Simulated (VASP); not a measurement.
# Ge (P6_3/mmc) in VASP: notebook

Runs on Ge. Level: PBEsol. Tasks: relaxation of cell and atoms.

All numbers are computed with VASP 6.6.1; they aren't measurements. Logs are shortened: lines on timing, memory, paths and dates and some standing lists are left out, and cuts for length are marked.

### 1 The cell of the first run

Symmetry: P6_3/mmc, No. 194, hexagonal system. The conventional cell has a = 2.910 Å, b = 2.910 Å, c = 4.752 Å, α = 90.00°, β = 90.00°, γ = 120.00°. Within 3.8 Å of Ge (site symmetry -6m2) lie 12 Ge at 2.91 Å.

This isn't the form of Ge at room conditions, which is diamond.

### 2 Relaxation of cell and atoms, PBEsol

Contents of INCAR:

```
SYSTEM = Ge
PREC     = Accurate       ! precision mode
ENCUT    = 600            ! plane-wave cutoff, eV
EDIFF    = 1E-7           ! SCF threshold, eV
ISMEAR   = 1              ! smearing method
SIGMA    = 0.05           ! smearing width, eV
LREAL    = .FALSE.        ! projectors in reciprocal space
LASPH    = .TRUE.         ! aspherical terms in the spheres
NELM     = 100            ! most SCF steps
ALGO     = Normal         ! electronic algorithm
ISIF     = 3              ! what is computed and relaxed
LWAVE    = .FALSE.        ! write WAVECAR
LCHARG   = .FALSE.        ! write CHGCAR
GGA      = PS             ! functional
IBRION   = 2              ! ionic algorithm
NSW      = 80             ! ionic steps
EDIFFG   = -0.03          ! ionic threshold
```

Contents of KPOINTS:

```
regular mesh
0
G
  17 17 9
  0 0 0
```

Contents of POSCAR:

```
Ge
1.0
    2.9100000000      0.0000000000      0.0000000000
   -1.4550000000      2.5201339250      0.0000000000
    0.0000000000      0.0000000000      4.7520300000
Ge
2
Direct
    0.3333333333      0.6666666667      0.2500000000
    0.6666666667      0.3333333333      0.7500000000
```

Potentials or basis: VASP PAW PBE potentials, release 64 (Ge_d).

Run with:

```console
cat potpaw_PBE.64/Ge_d/POTCAR > POTCAR
mpirun -np 1 vasp_std > vasp.out
```

OUTCAR:

```text
SYSTEM = Ge
   PREC = Accurate
   ENCUT = 600
   EDIFF = 1E-7
   ISMEAR = 1
   LREAL = .FALSE.
   LASPH = .TRUE.
   NELM = 100
   ISIF = 3
   GGA = PS
   IBRION = 2
   NSW = 80
   EDIFFG = -0.03

 ion  position               nearest neighbor table
   1  0.333  0.667  0.250-   2 2.91   2 2.91   2 2.91   2 2.91   2 2.91   2 2.91
   2  0.667  0.333  0.750-   1 2.91   1 2.91   1 2.91   1 2.91   1 2.91   1 2.91

  LATTYP: Found a hexagonal cell.
 ALAT       =     2.9100000000
 C/A-ratio  =     1.6330000000

  Lattice vectors:

 A1 = (   2.9100000000,   0.0000000000,   0.0000000000)
 A2 = (  -1.4550000000,   2.5201339250,   0.0000000000)
 A3 = (   0.0000000000,   0.0000000000,   4.7520300000)

Analysis of symmetry for initial positions (statically):
=====================================================================
 Subroutine PRICEL returns:
 Original cell was already a primitive cell.

 Routine SETGRP: Setting up the symmetry group for a
 hexagonal supercell.

 Subroutine GETGRP returns: Found 24 space group operations
 (whereof 12 operations were pure point group operations)
 out of a pool of 24 trial point group operations.

The static configuration has the point symmetry D_3d.
 The point group associated with its full space group is D_6h.

Analysis of symmetry for dynamics (positions and initial velocities):
=====================================================================
 Subroutine PRICEL returns:
 Original cell was already a primitive cell.

 Routine SETGRP: Setting up the symmetry group for a
 hexagonal supercell.

 Subroutine GETGRP returns: Found 24 space group operations
 (whereof 12 operations were pure point group operations)
 out of a pool of 24 trial point group operations.

The dynamic configuration has the point symmetry D_3d.
 The point group associated with its full space group is D_6h.

 Subroutine INISYM returns: Found 24 space group operations
 (whereof 12 operations are pure point group operations),
 and found     1 'primitive' translations

----------------------------------------------------------------------------------------

                                     Primitive cell

  volume of cell :      34.8494

  direct lattice vectors                    reciprocal lattice vectors
     2.910000000  0.000000000  0.000000000     0.343642612  0.198402154  0.000000000
    -1.455000000  2.520133925  0.000000000     0.000000000  0.396804309  0.000000000
     0.000000000  0.000000000  4.752030000     0.000000000  0.000000000  0.210436382

  length of vectors
     2.910000000  2.910000000  4.752030000     0.396804309  0.396804309  0.210436382

  position of ions in fractional coordinates (direct lattice)
     0.333333333  0.666666667  0.250000000
     0.666666667  0.333333333  0.750000000

  ion indices of the primitive-cell ions
   primitive index   ion index
                 1           1
                 2           2

----------------------------------------------------------------------------------------

 KPOINTS: regular mesh

Automatic generation of k-mesh.
 Grid dimensions read from file:
 generate k-points for:   17   17    9

 Generating k-lattice:

  Cartesian coordinates                     Fractional coordinates (reciprocal lattice)
     0.020214271  0.011670715  0.000000000     0.058823529 -0.000000000  0.000000000
     0.000000000  0.023341430  0.000000000     0.000000000  0.058823529  0.000000000
     0.000000000  0.000000000  0.023381820     0.000000000  0.000000000  0.111111111

  Length of vectors
     0.023341430  0.023341430  0.023381820

  Shift w.r.t. Gamma in fractional coordinates (k-lattice)
     0.000000000  0.000000000  0.000000000

 Subroutine IBZKPT returns following result:
 ===========================================

 Found    165 irreducible k-points:

 Following reciprocal coordinates:
            Coordinates               Weight
  0.000000  0.000000  0.000000      1.000000
  0.058824  0.000000  0.000000      6.000000
  0.117647  0.000000  0.000000      6.000000
  0.176471  0.000000  0.000000      6.000000
  0.235294  0.000000  0.000000      6.000000
  0.294118 -0.000000  0.000000      6.000000
[... 16 lines left out ...]
  0.411765  0.117647  0.000000     12.000000
  0.176471  0.176471  0.000000      6.000000
 [... further k-points ...]
   k-points           NKPTS =    165   k-points in BZ     NKDIM =    165   number of bands    NBANDS=     18
   number of dos      NEDOS =    301   number of ions     NIONS =      2
   total plane-waves  NPLWV =  23040
   dimension x,y,z NGX =    24 NGY =   24 NGZ =   40
   dimension x,y,z NGXF=    48 NGYF=   48 NGZF=   80
   ions per type =               2
   NGX,Y,Z   is equivalent  to a cutoff of  13.71, 13.71, 13.99 a.u.
   NGXF,Y,Z  is equivalent  to a cutoff of  27.42, 27.42, 27.99 a.u.
 SYSTEM =  Ge
   PREC   = accura    normal or accurate (medium, high low for compatibility)
   ISTART =      0    job   : 0-new  1-cont  2-samecut
   ICHARG =      2    charge: 1-file 2-atom 10-const
   ISPIN  =      1    spin polarized calculation?
   LNONCOLLINEAR =      F non collinear calculations
   LSORBIT =      F    spin-orbit coupling
   LASPH  =      T    aspherical Exc in radial PAW
   ENCUT  =  600.0 eV  44.10 Ry    6.64 a.u.   5.81  5.81  9.49*2*pi/ulx,y,z
   NELM   =    100;   NELMIN=  2; NELMDL= -5     # of ELM steps
   EDIFF  = 0.1E-06   stopping-criterion for ELM
   LREAL  =      F    real-space projection
   EDIFFG = -.3E-01   stopping-criterion for IOM
   NSW    =     80    number of steps for IOM
   IBRION =      2    ionic relax: 0-MD 1-quasi-New 2-CG
   NFREE  =      1    steps in history (QN), initial steepest desc. (CG)
   ISIF   =      3    stress and relaxation
   ISYM   =      2    0-nonsym 1-usesym 2-fastsym
   POTIM  = 0.5000    time-step for ionic-motion
   TEBEG  =    0.0;   TEEND  =   0.0 temperature during run
   PSTRESS=    0.0 pullay stress
   NELECT =      28.0000    total number of electrons
   NUPDOWN=      -1.0000    fix difference up-down
   EMIN   =  10.00;   EMAX   =-10.00  energy-range for DOS
   EFERMI =   0.00;   METHOD = LEGACY
   ISMEAR =     1;   SIGMA  =   0.05  broadening in eV -4-tet -1-fermi 0-gaus
   EFERMI_NEDOS =   21; number of points for ismear=-14 and -15
   IALGO  =     38    algorithm
   IMIX   =      4    mixing-type and parameters
     AMIX     =   0.40;   BMIX     =  1.00
     AMIX_MAG =   1.60;   BMIX_MAG =  1.00
  volume/ion in A,a.u.               =      17.42       117.59
  Fermi-wavevector in a.u.,A,eV,Ry     =   1.521933  2.876037 31.514910  2.316281
  Thomas-Fermi vector in A             =   2.630581
   LORBIT       =      0    0 simple, 1 ext, 2 COOP (PROOUT), +10 PAW based schemes
   GGA     = PS    functional components
   LHFCALC =     F    Hartree Fock is set to
   AEXX    =    0.0000 exact exchange contribution
   IVDW    =     0    specifies the selected vdW correction
   LEPSILON=     F    determine dielectric tensor
   LRPA    =     F    only Hartree local field effects (RPA)
 conjugate gradient relaxation of ions
 non-spin polarized calculation
 Methfessel and Paxton  Order N= 1 SIGMA  =   0.05
  energy-cutoff  :      600.00
  volume of cell :       34.85
 maximum number of plane-waves:      1183
 NGX is ok and might be reduce to    24
   NGX = 11   NGY = 11   NGZ = 19

--------------------------------------- Ionic step        1  -------------------------------------------

 number of electron      27.9999986 magnetization

 Free energy of the ion-electron system (eV)
  ---------------------------------------------------
  ext. energy  EPLUGINS =         0.00000000
  ---------------------------------------------------
  free energy    TOTEN  =        -9.31064914 eV

  energy without entropy =       -9.31041011  energy(sigma->0) =       -9.31056946

------------------------ aborting loop because EDIFF is reached ----------------------------------------

  FORCE on cell =-STRESS in cart. coord.  units (eV):
  Direction    XX          YY          ZZ          XY          YZ          ZX
  --------------------------------------------------------------------------------------
  -------------------------------------------------------------------------------------
  Total        0.8228342      0.8228342      1.0645509      0.0000000      0.0000000     -0.0000000
  in kB       37.8292000     37.8292000     48.9419478      0.0000000      0.0000000     -0.0000000
  external PRESSURE =      41.5334493 kB  Pullay stress =       0.0000000 kB
[... 57 lines left out ...]
  energy  without entropy=       -9.3317610208  energy(sigma->0) =       -9.33169461

--------------------------------------- Ionic step        3  -------------------------------------------

 number of electron      27.9999992 magnetization

 Free energy of the ion-electron system (eV)
  ---------------------------------------------------
  ext. energy  EPLUGINS =         0.00000000
  ---------------------------------------------------
  free energy    TOTEN  =        -9.33342813 eV

  energy without entropy =       -9.33355384  energy(sigma->0) =       -9.33347003

 E-fermi :   6.9794     XC(G=0): -11.5862

 val. band max:        6.9631925439   @ k =   0.2941  -0.0000   0.4444
 cond. band min:       7.0048313391   @ k =   0.2941   0.1176   0.2222
 fundamental gap:      0.0416387952
 Fermi energy:         6.9793681005

 k-point     1 :       0.0000    0.0000    0.0000
  band No.  band energies     occupation
      1     -17.6937      2.00000
      2     -17.6897      2.00000
      3     -17.6853      2.00000
      4     -17.6853      2.00000
      5     -17.6774      2.00000
      6     -17.6774      2.00000
[... 10 lines left out ...]
     17      15.9554      0.00000
     18      16.2811      0.00000
[... 466 lines left out ...]
      2     -17.6976      2.00000
      3     -17.6881      2.00000
      4     -17.6733      2.00000
      5     -17.6547      2.00000
      6     -17.6460      2.00000
[... 10 lines left out ...]
     17      12.2692      0.00000
     18      12.8123      0.00000

 [... further k-points ...]

------------------------ aborting loop because EDIFF is reached ----------------------------------------

  FORCE on cell =-STRESS in cart. coord.  units (eV):
  Direction    XX          YY          ZZ          XY          YZ          ZX
  --------------------------------------------------------------------------------------
  -------------------------------------------------------------------------------------
  Total        0.0052229      0.0052229      0.0019937      0.0000000      0.0000000     -0.0000000
  in kB        0.2283414      0.2283414      0.0871609      0.0000000      0.0000000     -0.0000000
  external PRESSURE =       0.1812812 kB  Pullay stress =       0.0000000 kB
[... 17 lines left out ...]
  FREE ENERGIE OF THE ION-ELECTRON SYSTEM (eV)
  ---------------------------------------------------
  free  energy   TOTEN  =        -9.3334281278 eV

  energy  without entropy=       -9.3335538389  energy(sigma->0) =       -9.33347003

 reached required accuracy - stopping structural energy minimisation
```

Wall time 5.3 min (1 thread of AMD EPYC 7R13, shared host); peak memory 0.21 GiB.

What came out:

```yaml
Free_energy: -9.3334 eV
Relaxed_volume: 18.32 Å³/atom
Relaxed_cell: a = 2.955 Å, b = 2.955 Å, c = 4.847 Å, α = 90.00°, β = 90.00°, γ = 120.00°
Space_group_after_relaxing_to_0.1_Å: P6_3/mmc (No. 194)
Energy_gained_by_relaxing: 11.4 meV/atom
Ionic_steps: 3
Pressure_after_relaxing: 0.0 GPa
Band_gap_on_the_k_mesh: zero (bands 14 and 15 overlap by 9.98 eV)
```

The path:
| step | energy change (eV) | largest force (eV/Å) | pressure (GPa) | volume (Å³) |
| --- | --- | --- | --- | --- |
| 1 | 0.0000 | 0.0000 | 4.15 | 34.85 |
| 2 | -0.0210 | 0.0000 | -1.04 | 37.18 |
| 3 | -0.0228 | 0.0000 | 0.02 | 36.65 |

Final structure:
```
Ge
1.0
     2.95482    0.00000    0.00000
    -1.47741    2.55895    0.00000
     0.00000    0.00000    4.84673
Ge
2
Cartesian
  0.0000 1.7060 1.2117
  1.4774 0.8530 3.6350
```

Caveat: the PAW data sets were made with another functional, which shifts forces and pressure a little.

(Continued in part 2 of 2.)
